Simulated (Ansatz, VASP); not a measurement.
## BRh3: VASP beside Ansatz

```xyz
4
Lattice="3.6872 0.0000 0.0000 0.0000 3.6872 0.0000 0.0000 0.0000 3.6872" Properties=species:S:1:pos:R:3 pbc="T T T"
B     0.0000    0.0000    0.0000
Rh    0.0000    1.8436    1.8436
Rh    1.8436    0.0000    1.8436
Rh    1.8436    1.8436    0.0000
```

Change from the starting cell: species swapped into the NbIr3 type (Pm-3m, No. 221).

Alike in both runs: task relaxation of cell and atoms; functional PBE; k mesh 12 × 12 × 12; occupations gaussian, width 0.1 eV; no spin polarisation.

```csv
,VASP,Ansatz
version,VASP 6.6.1,Ansatz 0.2.0
potentials or method,"VASP PAW PBE potentials, release 64 (B, Rh_pv), cutoff 600 eV","scalar-relativistic, plane waves, PAW"
valence electrons in the cell,48,54
```

VASP gave:

```
gap on the k mesh at the Fermi level, each at its own relaxed structure (eV) : none
relaxed volume (Å³/atom)                                                     : 12.51
relaxed cell length with the largest relative difference (Å)                 : 3.685
```

Which values does Ansatz return?

gap on the k mesh at the Fermi level, each at its own relaxed structure (eV): none; relaxed volume (Å³/atom): 12.52; relaxed cell length with the largest relative difference (Å): 3.686.

A gap of «none» marks a metal or a gap that the smearing closes. VASP's potentials hold 48 valence electrons a cell and Ansatz's 54, so a difference there can come from the potentials and not from the codes.
